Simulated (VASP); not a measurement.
Input of a VASP 6.6.1 run:

The input INCAR:

```
SYSTEM = Mg
  PREC = Accurate
  ENCUT = 520
  EDIFF = 1E-6
  ISMEAR = -1
  SIGMA = 0.08
  LREAL = .FALSE.
  LASPH = .TRUE.
  NELM = 100
  ALGO = Normal
  ISIF = 2
  LWAVE = .FALSE.
  LCHARG = .TRUE.
  GGA = PE
  LELF = .TRUE.
  LVHAR = .TRUE.
  NBANDS = 9
```

The input KPOINTS:

```
regular mesh
0
G
  12 12 7
  0 0 0
```

POSCAR

```
Mg
1.0
    3.2722144052      0.0000000000      0.0000000000
   -1.6361072025      2.8338208015      0.0000000000
    0.0000000000      0.0000000000      5.3125192770
Mg
2
Direct
    0.3333333333      0.6666666667      0.2500000000
    0.6666666667      0.3333333333      0.7500000000
```

Potentials or basis: VASP PAW PBE potentials, release 64 (Mg).

Run with:

```bash
$ cat potpaw_PBE.64/Mg/POTCAR > POTCAR
$ mpirun -np 1 vasp_std > vasp.out
```

Task: Predict the pressure.

Result: -2.3 GPa.

Task: Predict the band gap on the k mesh.

Result: Zero (band 2 reaches 3.26 eV, above the bottom of band 3 at 1.03 eV).

Stress tensor (GPa, compression positive):
```
-2.10  0.00  0.00
 0.00 -2.10  0.00
 0.00  0.00 -2.81
```
